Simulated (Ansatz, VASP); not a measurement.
## Rb in VASP and in Ansatz

Contents of INCAR:

```
  PREC = Accurate
  ENCUT = 520
  EDIFF = 1E-6
  ISMEAR = 0
  SIGMA = 0.15
  LREAL = False
  LASPH = True
  NELM = 60
  ALGO = Fast
  ISIF = 2
  LWAVE = False
  LCHARG = True
  GGA = PE
  IVDW = 12
  LELF = True
  LVHAR = True
  NBANDS = 16
```

KPOINTS

```
Automatic mesh
0
Gamma
  10 10 6
```

Contents of POSCAR:

```
Rb
1.0
    2.2884576830     -4.3297492603      0.0000000000
    2.2884576830      4.3297492603      0.0000000000
    0.0000000000      0.0000000000      7.6005071405
Rb
2
Direct
    0.8359965595      0.1640034405      0.7500000000
    0.1640034405      0.8359965595      0.2500000000
```

Input for Ansatz:

```yaml
crystal:
  lattice:
    - [2.288457683, -4.3297492603, 0.0]
    - [2.288457683, 4.3297492603, 0.0]
    - [0.0, 0.0, 7.6005071405]
  atoms:
    - { symbol: Rb, position: [0.8359965595, 0.1640034405, 0.75] }
    - { symbol: Rb, position: [0.1640034405, 0.8359965595, 0.25] }
basis:
  ecutwfc: 420
kpoints:
  mp_grid: { grid: [10, 10, 6] }
hamiltonian:
  xc: pbe
  dispersion: d3bj
scf:
  occupations: { method: gaussian, width: 0.15 }
output:
  forces: true
  stress: true
  eigenvalues: true
```

Change from the starting cell: normal strain along x -0.0750, normal strain along z -0.0550.

Alike in both runs: task single point; functional PBE; dispersion D3(BJ); k mesh 10 × 10 × 6; occupations gaussian, width 0.15 eV; no spin polarisation.

|  | VASP | Ansatz |
| --- | --- | --- |
| version | VASP 6.6.1 | Ansatz 0.2.0 |
| potentials or method | VASP PAW PBE potentials, release 64 (Rb_sv), cutoff 520 eV | scalar-relativistic, plane waves, PAW |
| valence electrons in the cell | 18 | 18 |

|  | VASP | Ansatz | Ansatz less VASP |
| --- | --- | --- | --- |
| gap on the k mesh at the Fermi level (eV) | none | none | - |
| pressure (GPa) | 0.5 | 0.5 | 0.00 |
| traceless stress, the component that is largest in VASP (GPa) | -0.23 | -0.23 | 0.000 |
| rms of the force components (eV/Å) | 0.014 | 0.014 | +0.0001 |

Atom by atom the forces differ by 0.000 eV/Å (rms over components). A gap of «none» marks a metal or a gap that the smearing closes.
